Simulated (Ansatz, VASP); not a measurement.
## SnO2 in VASP and in Ansatz

File INCAR:

```
  PREC = Accurate
  ENCUT = 520
  EDIFF = 1E-6
  ISMEAR = 0
  SIGMA = 0.05
  LREAL = F
  LASPH = T
  NELM = 80
  ALGO = Normal
  ISIF = 2
  LWAVE = F
  LCHARG = F
  GGA = PE
  IVDW = 12
  NBANDS = 35
```

KPOINTS

```
Automatic mesh
0
Gamma
  8 6 6
```

The input POSCAR:

```
SnO2
1.0
    1.6186264610     -2.8035432689      0.0000000000
    1.6186264610      0.9345144230      4.2918257460
   -4.8558793830     -2.8035432689      0.0000000000
Sn O
2 4
Direct
    0.5000000000      0.5000000000      0.0000000000
    0.0000000000      0.5000000000      0.5000000000
    0.5000000000      0.7308000579      0.7436000193
    1.0000000000      0.7308000579      0.2436000193
    0.5000000000      0.2691999421      0.2563999807
    1.0000000000      0.2691999421      0.7563999807
```

Input for Ansatz:

```yaml
crystal:
  lattice:
    - [1.618626461, -2.8035432689, 0.0]
    - [1.618626461, 0.934514423, 4.291825746]
    - [-4.855879383, -2.8035432689, 0.0]
  atoms:
    - { symbol: Sn, position: [0.5, 0.5, 0.0] }
    - { symbol: Sn, position: [0.0, 0.5, 0.5] }
    - { symbol: O, position: [0.5, 0.7308000579, 0.7436000193] }
    - { symbol: O, position: [1.0, 0.7308000579, 0.2436000193] }
    - { symbol: O, position: [0.5, 0.2691999421, 0.2563999807] }
    - { symbol: O, position: [1.0, 0.2691999421, 0.7563999807] }
basis:
  ecutwfc: 520.0
kpoints:
  mp_grid: { grid: [8, 6, 6] }
hamiltonian:
  xc: pbe
  pseudopotentials: { kind: paw, azcp: { folder: soft_1 } }
  dispersion: d3bj
scf:
  occupations: { method: gaussian, width: 0.05 }
output:
  forces: true
  stress: true
  eigenvalues: true
  write_density: true
  write_potential: true
  elf: true
  volumetric_format: npy
```

Alike in both runs: task single point; functional PBE; dispersion D3(BJ); k mesh 8 × 6 × 6; occupations gaussian, width 0.05 eV; no spin polarisation.

```csv
,VASP,Ansatz
version,VASP 6.6.1,Ansatz 0.2.0
potentials or method,"VASP PAW PBE potentials, release 64 (Sn_d, O), cutoff 520 eV","scalar-relativistic, plane waves, PAW"
valence electrons in the cell,52,52
```

```tsv
	VASP	Ansatz	Ansatz less VASP
gap on the k mesh at the Fermi level (eV)	1.55	1.57	+0.020
least direct gap on the mesh (eV)	1.55	1.57	+0.020
pressure (GPa)	0.7	0.0	-0.68
traceless stress, the component that is largest in VASP (GPa)	-0.45	-0.01	+0.449
rms of the force components (eV/Å)	0.027	0.000	-0.0266
```

Atom by atom the forces differ by 0.027 eV/Å (rms over components).
